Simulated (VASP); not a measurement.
Input of a VASP 6.6.1 run:

Contents of INCAR:

```
ALGO     = Normal         # electronic algorithm
EDIFF    = 1E-6           # SCF threshold, eV
EDIFFG   = -0.04          # ionic threshold
ENCUT    = 600            # plane-wave cutoff, eV
GGA      = PE             # functional
IBRION   = 2              # ionic algorithm
ISIF     = 3              # what is computed and relaxed
ISMEAR   = 0              # smearing method
LASPH    = True           # aspherical terms in the spheres
LCHARG   = False          # write CHGCAR
LREAL    = False          # projectors in reciprocal space
LWAVE    = False          # write WAVECAR
NELM     = 100            # most SCF steps
NSW      = 90             # ionic steps
PREC     = Accurate       # precision mode
SIGMA    = 0.1            # smearing width, eV
```

Contents of KPOINTS:

```
k-points
0
Gamma
  6 6 4
```

Contents of POSCAR:

```
Hf2WS2
1.0
    4.1750941900      0.0000000000      0.0000000000
   -2.0875470900      3.6157376300      0.0000000000
    0.0000000000      0.0000000000      6.8036313200
Hf W S
2 1 2
Direct
    0.0000000000      0.0000000000      0.1906487700
    0.0000000000      0.0000000000      0.8093512300
    0.0000000000      0.0000000000      0.5000000000
    0.3333333300      0.6666666700      0.0376460300
    0.6666666700      0.3333333300      0.9623539700
```

Potentials or basis: VASP PAW PBE potentials, release 64 (Hf_pv, W_sv, S).

The run is started by

```bash
$ cat potpaw_PBE.64/Hf_pv/POTCAR potpaw_PBE.64/W_sv/POTCAR potpaw_PBE.64/S/POTCAR > POTCAR
$ mpirun -np 1 vasp_std > vasp.out
```

(1) What does it give for the relaxed volume?

(2) Estimate the band gap on the k mesh.

(3) Predict the space group after relaxing (to 0.1 Å).

## Answers

(1) 21.32 Å³/atom.

(2) zero (bands 23 and 24 overlap by 0.38 eV).

(3) P-3m1 (No. 164).

Caveat: a cell axis changed by over 15 % at a fixed basis, so the end point is rough; spin-orbit coupling is left out, which moves the levels of the heavy elements; this functional lacks dispersion, which binds layers or chains, so the pressure and a relaxed spacing across them are unreliable.
